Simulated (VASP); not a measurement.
# Be (P6/mmm) in VASP: a series of runs

Runs on Be. Level: LDA. Tasks: single point.

All numbers are computed with VASP 6.6.1; they aren't measurements. Logs are shortened: lines on timing, memory, paths and dates and some standing lists are left out, and cuts for length are marked.

### 1 The cell of the first run

It takes space group P6/mmm (No. 191, hexagonal). The conventional cell has a = 3.519 Å, b = 3.519 Å, c = 2.149 Å, α = 90.00°, β = 90.00°, γ = 120.00°. Within 2.8 Å of Be (site symmetry 6/mmm) lie 14 Be at 2.15 to 2.30 Å. Within 2.7 Å of Be (site symmetry -6m2) lie 11 Be at 2.03 to 2.30 Å.

### 2 Single point, LDA

INCAR

```
PREC = Accurate
ENCUT = 520
EDIFF = 1E-6
ISMEAR = -1
SIGMA = 0.1
LREAL = False
LASPH = True
NELM = 80
ALGO = Normal
ISIF = 2
LWAVE = False
LCHARG = True
GGA = CA
LELF = True
LVHAR = True
NBANDS = 10
```

KPOINTS

```
Automatic mesh
0
Gamma
  12 12 16
```

POSCAR

```
Be
1.0
    3.5190826708      0.0000000000      0.0000000000
   -1.7595413354      3.0476149909      0.0000000000
    0.0000000000      0.0000000000      2.1489083260
Be
3
Direct
    1.0000000000      1.0000000000      1.0000000000
    0.3333333333      0.6666666667      0.5000000000
    0.6666666667      0.3333333333      0.5000000000
```

Potentials or basis: VASP PAW LDA potentials, release 64 (Be).

Command:

```sh
cat potpaw_LDA.64/Be/POTCAR > POTCAR
mpirun -np 1 vasp_std > vasp.out
```

OUTCAR:

```text
PREC = Accurate
   ENCUT = 520
   EDIFF = 1E-6
   ISMEAR = -1
   LREAL = False
   LASPH = True
   NELM = 80
   ISIF = 2
   GGA = CA

 ion  position               nearest neighbor table
   1  0.000  0.000  0.000-   2 2.30   3 2.30   2 2.30   3 2.30   2 2.30   2 2.30   3 2.30   3 2.30
                             3 2.30   3 2.30   2 2.30   2 2.30
   2  0.333  0.667  0.500-   3 2.03   3 2.03   3 2.03   1 2.30   1 2.30   1 2.30   1 2.30   1 2.30
                             1 2.30
   3  0.667  0.333  0.500-   2 2.03   2 2.03   2 2.03   1 2.30   1 2.30   1 2.30   1 2.30   1 2.30
                             1 2.30

  LATTYP: Found a hexagonal cell.
 ALAT       =     3.5190826708
 C/A-ratio  =     0.6106444568

  Lattice vectors:

 A1 = (   3.5190826708,   0.0000000000,   0.0000000000)
 A2 = (  -1.7595413354,   3.0476149909,   0.0000000000)
 A3 = (   0.0000000000,   0.0000000000,   2.1489083260)

Analysis of symmetry for initial positions (statically):
=====================================================================
 Subroutine PRICEL returns:
 Original cell was already a primitive cell.

 Routine SETGRP: Setting up the symmetry group for a
 hexagonal supercell.

 Subroutine GETGRP returns: Found 24 space group operations
 (whereof 24 operations were pure point group operations)
 out of a pool of 24 trial point group operations.

The static configuration has the point symmetry D_6h.

Analysis of symmetry for dynamics (positions and initial velocities):
=====================================================================
 Subroutine PRICEL returns:
 Original cell was already a primitive cell.

 Routine SETGRP: Setting up the symmetry group for a
 hexagonal supercell.

 Subroutine GETGRP returns: Found 24 space group operations
 (whereof 24 operations were pure point group operations)
 out of a pool of 24 trial point group operations.

The dynamic configuration has the point symmetry D_6h.

 Subroutine INISYM returns: Found 24 space group operations
 (whereof 24 operations are pure point group operations),
 and found     1 'primitive' translations

----------------------------------------------------------------------------------------

                                     Primitive cell

  volume of cell :      23.0466

  direct lattice vectors                    reciprocal lattice vectors
     3.519082671  0.000000000  0.000000000     0.284164964  0.164062718  0.000000000
    -1.759541335  3.047614991  0.000000000     0.000000000  0.328125437  0.000000000
     0.000000000  0.000000000  2.148908326     0.000000000  0.000000000  0.465352564

  length of vectors
     3.519082671  3.519082671  2.148908326     0.328125437  0.328125437  0.465352564

  position of ions in fractional coordinates (direct lattice)
     0.000000000  0.000000000  0.000000000
     0.333333333  0.666666667  0.500000000
     0.666666667  0.333333333  0.500000000

  ion indices of the primitive-cell ions
   primitive index   ion index
                 1           1
                 2           2
                 3           3

----------------------------------------------------------------------------------------

 KPOINTS: Automatic mesh

Automatic generation of k-mesh.
 Grid dimensions read from file:
 generate k-points for:   12   12   16

 Generating k-lattice:

  Cartesian coordinates                     Fractional coordinates (reciprocal lattice)
     0.023680414  0.013671893  0.000000000     0.083333333  0.000000000  0.000000000
     0.000000000  0.027343786  0.000000000     0.000000000  0.083333333  0.000000000
     0.000000000  0.000000000  0.029084535     0.000000000  0.000000000  0.062500000

  Length of vectors
     0.027343786  0.027343786  0.029084535

  Shift w.r.t. Gamma in fractional coordinates (k-lattice)
     0.000000000  0.000000000  0.000000000

 Subroutine IBZKPT returns following result:
 ===========================================

 Found    171 irreducible k-points:

 Following reciprocal coordinates:
            Coordinates               Weight
  0.000000  0.000000  0.000000      1.000000
  0.083333 -0.000000  0.000000      6.000000
  0.166667  0.000000  0.000000      6.000000
  0.250000  0.000000  0.000000      6.000000
  0.333333  0.000000  0.000000      6.000000
  0.416667 -0.000000  0.000000      6.000000
[... 16 lines left out ...]
  0.250000  0.000000  0.062500     12.000000
  0.333333  0.000000  0.062500     12.000000
 [... further k-points ...]
   k-points           NKPTS =    171   k-points in BZ     NKDIM =    171   number of bands    NBANDS=     10
   number of dos      NEDOS =    301   number of ions     NIONS =      3
   total plane-waves  NPLWV =  12544
   dimension x,y,z NGX =    28 NGY =   28 NGZ =   16
   dimension x,y,z NGXF=    56 NGYF=   56 NGZF=   32
   ions per type =               3
   NGX,Y,Z   is equivalent  to a cutoff of  13.23, 13.23, 12.38 a.u.
   NGXF,Y,Z  is equivalent  to a cutoff of  26.46, 26.46, 24.76 a.u.
 SYSTEM =  unknown system
   PREC   = accura    normal or accurate (medium, high low for compatibility)
   ISTART =      0    job   : 0-new  1-cont  2-samecut
   ICHARG =      2    charge: 1-file 2-atom 10-const
   ISPIN  =      1    spin polarized calculation?
   LNONCOLLINEAR =      F non collinear calculations
   LSORBIT =      F    spin-orbit coupling
   LASPH  =      T    aspherical Exc in radial PAW
   ENCUT  =  520.0 eV  38.22 Ry    6.18 a.u.   6.54  6.54  4.00*2*pi/ulx,y,z
   NELM   =     80;   NELMIN=  2; NELMDL= -5     # of ELM steps
   EDIFF  = 0.1E-05   stopping-criterion for ELM
   LREAL  =      F    real-space projection
   EDIFFG = 0.1E-04   stopping-criterion for IOM
   NSW    =      0    number of steps for IOM
   IBRION =     -1    ionic relax: 0-MD 1-quasi-New 2-CG
   NFREE  =      0    steps in history (QN), initial steepest desc. (CG)
   ISIF   =      2    stress and relaxation
   ISYM   =      2    0-nonsym 1-usesym 2-fastsym
   POTIM  = 0.5000    time-step for ionic-motion
   TEBEG  =    0.0;   TEEND  =   0.0 temperature during run
   PSTRESS=    0.0 pullay stress
   NELECT =       6.0000    total number of electrons
   NUPDOWN=      -1.0000    fix difference up-down
   EMIN   =  10.00;   EMAX   =-10.00  energy-range for DOS
   EFERMI =   0.00;   METHOD = LEGACY
   ISMEAR =    -1;   SIGMA  =   0.10  broadening in eV -4-tet -1-fermi 0-gaus
   EFERMI_NEDOS =   21; number of points for ismear=-14 and -15
   IALGO  =     38    algorithm
   IMIX   =      4    mixing-type and parameters
     AMIX     =   0.40;   BMIX     =  1.00
     AMIX_MAG =   1.60;   BMIX_MAG =  1.00
  volume/ion in A,a.u.               =       7.68        51.84
  Fermi-wavevector in a.u.,A,eV,Ry     =   1.045336  1.975399 14.867471  1.092728
  Thomas-Fermi vector in A             =   2.180128
   LORBIT       =      0    0 simple, 1 ext, 2 COOP (PROOUT), +10 PAW based schemes
   GGA     = CA    functional components
   LHFCALC =     F    Hartree Fock is set to
   AEXX    =    0.0000 exact exchange contribution
   IVDW    =     0    specifies the selected vdW correction
   LEPSILON=     F    determine dielectric tensor
   LRPA    =     F    only Hartree local field effects (RPA)
 non-spin polarized calculation
  energy-cutoff  :      520.00
  volume of cell :       23.05
 maximum number of plane-waves:       644
 NGX is ok and might be reduce to    28
   NGX = 13   NGY = 13   NGZ =  7

 number of electron       6.0000000 magnetization

 Free energy of the ion-electron system (eV)
  ---------------------------------------------------
  ext. energy  EPLUGINS =         0.00000000
  ---------------------------------------------------
  free energy    TOTEN  =       -12.05705797 eV

  energy without entropy =      -12.03920647  energy(sigma->0) =      -12.04813222

 E-fermi :   7.7290     XC(G=0): -10.7199

 val. band max:        7.7283623461   @ k =   0.3333   0.3333   0.5000
 cond. band min:       7.7447753846   @ k =   0.2500   0.0000   0.4375
 fundamental gap:      0.0164130385
 Fermi energy:         7.7290273748

 k-point     1 :       0.0000    0.0000    0.0000
  band No.  band energies     occupation
      1      -4.3494      2.00000
      2       6.3030      2.00000
      3       6.3030      2.00000
      4       6.5338      1.99999
      5       6.5338      1.99999
      6      13.4751      0.00000
      7      13.7245      0.00000
      8      18.6689      0.00000
      9      27.2781      0.00000
     10      27.3191      0.00000

 k-point     2 :       0.0833   -0.0000    0.0000
  band No.  band energies     occupation
      1      -4.2692      2.00000
      2       5.0117      2.00000
      3       5.2227      2.00000
      4       7.5281      1.76343
      5       7.8247      0.55514
      6      13.7968      0.00000
      7      13.9973      0.00000
      8      18.7675      0.00000
      9      26.8327      0.00000
     10      27.1002      0.00000

 k-point     3 :       0.1667    0.0000    0.0000
  band No.  band energies     occupation
      1      -4.0285      2.00000
      2       3.5328      2.00000
      3       4.2483      2.00000
      4       8.1569      0.02735
      5       9.4296      0.00000
      6      14.5147      0.00000
      7      15.0075      0.00000
      8      19.0622      0.00000
      9      25.7051      0.00000
     10      26.1490      0.00000

 k-point     4 :       0.2500    0.0000    0.0000
  band No.  band energies     occupation
      1      -3.6270      2.00000
      2       2.0991      2.00000
      3       3.4877      2.00000
      4       8.3952      0.00255
      5      11.2357      0.00000
      6      15.4413      0.00000
      7      16.6800      0.00000
      8      19.5493      0.00000
      9      24.2474      0.00000
     10      24.5654      0.00000
[... 222 lines left out ...]
 k-point    22 :       0.1667    0.0000    0.0625
  band No.  band energies     occupation
      1      -3.9370      2.00000
      2       3.6419      2.00000
      3       4.3686      2.00000
      4       8.2349      0.01263
      5       9.5455      0.00000
      6      14.2832      0.00000
      7      14.8523      0.00000
      8      18.5706      0.00000
      9      25.6553      0.00000
     10      26.0119      0.00000

 k-point    23 :       0.2500    0.0000    0.0625
  band No.  band energies     occupation
      1      -3.5350      2.00000
      2       2.2030      2.00000
      3       3.6084      2.00000
      4       8.4448      0.00156
      5      11.3487      0.00000
      6      15.2442      0.00000
      7      16.4909      0.00000
      8      18.9744      0.00000
      9      24.2639      0.00000
     10      24.5131      0.00000

 k-point    24 :       0.3333    0.0000    0.0625
  band No.  band energies     occupation
      1      -2.9718      2.00000
      2       0.8728      2.00000
      3       3.0644      2.00000
      4       8.4766      0.00113
      5      13.3389      0.00000
      6      16.3821      0.00000
      7      18.3914      0.00000
      8      19.4871      0.00000
      9      22.4800      0.00000
     10      22.7158      0.00000

 [... further k-points ...]
[... 5 lines left out ...]
  --------------------------------------------------------------------------------------
  -------------------------------------------------------------------------------------
  Total        0.0371247      0.0371247      0.1094996      0.0000000      0.0000000      0.0000000
  in kB        2.5808700      2.5808700      7.6122952      0.0000000      0.0000000      0.0000000
  external PRESSURE =       4.2580117 kB  Pullay stress =       0.0000000 kB

 VOLUME and BASIS-vectors are now :
 -----------------------------------------------------------------------------
  energy-cutoff  :      520.00
  volume of cell :       23.05
      direct lattice vectors                 reciprocal lattice vectors
     3.519082671  0.000000000  0.000000000     0.284164964  0.164062718  0.000000000
    -1.759541335  3.047614991  0.000000000     0.000000000  0.328125437  0.000000000
     0.000000000  0.000000000  2.148908326     0.000000000  0.000000000  0.465352564

 POSITION                                       TOTAL-FORCE (eV/Angst)
 -----------------------------------------------------------------------------------
      0.00000      0.00000      0.00000        -0.000000      0.000000     -0.000000
     -0.00000      2.03174      1.07445        -0.000000      0.000000     -0.000000
      1.75954      1.01587      1.07445         0.000000     -0.000000      0.000000
 -----------------------------------------------------------------------------------
    total drift:                                0.000000     -0.000000     -0.000000

  FREE ENERGIE OF THE ION-ELECTRON SYSTEM (eV)
  ---------------------------------------------------
  free  energy   TOTEN  =       -12.0570579670 eV

  energy  without entropy=      -12.0392064701  energy(sigma->0) =      -12.04813222
```

Wall time 9.8 s (1 thread of Intel Xeon 6975P-C (Granite Rapids), shared host); peak memory 0.14 GiB.

What came out:

| Quantity | Value |
| --- | --- |
| Free energy | -12.0571 eV |
| Pressure | 0.4 GPa |
| Band gap on the k mesh | zero (band 3 reaches 11.46 eV, above the bottom of band 4 at 6.53 eV) |

Stress tensor (GPa, compression positive):
```
0.26 0.00 0.00
0.00 0.26 0.00
0.00 0.00 0.76
```

Levels at points of the mesh, in eV from the Fermi level:
| k point | band 1 | band 2 | band 3 | band 4 | band 5 | band 6 | band 7 |
| --- | --- | --- | --- | --- | --- | --- | --- |
| (0.00, 0.00, 0.00) | -12.08 | -1.43 | -1.43 | -1.20 | -1.20 | 5.75 | 6.00 |
| (0.50, 0.00, 0.00) | -9.22 | -9.15 | -5.22 | 0.70 | 9.76 | 10.20 | 11.50 |
| (0.00, 0.00, 0.50) | -6.69 | -5.73 | 3.73 | 3.73 | 4.23 | 5.98 | 5.98 |
| (0.50, 0.00, 0.50) | -4.63 | -4.59 | -1.90 | -0.40 | 1.29 | 3.84 | 5.94 |

(Continued in part 2 of 2.)
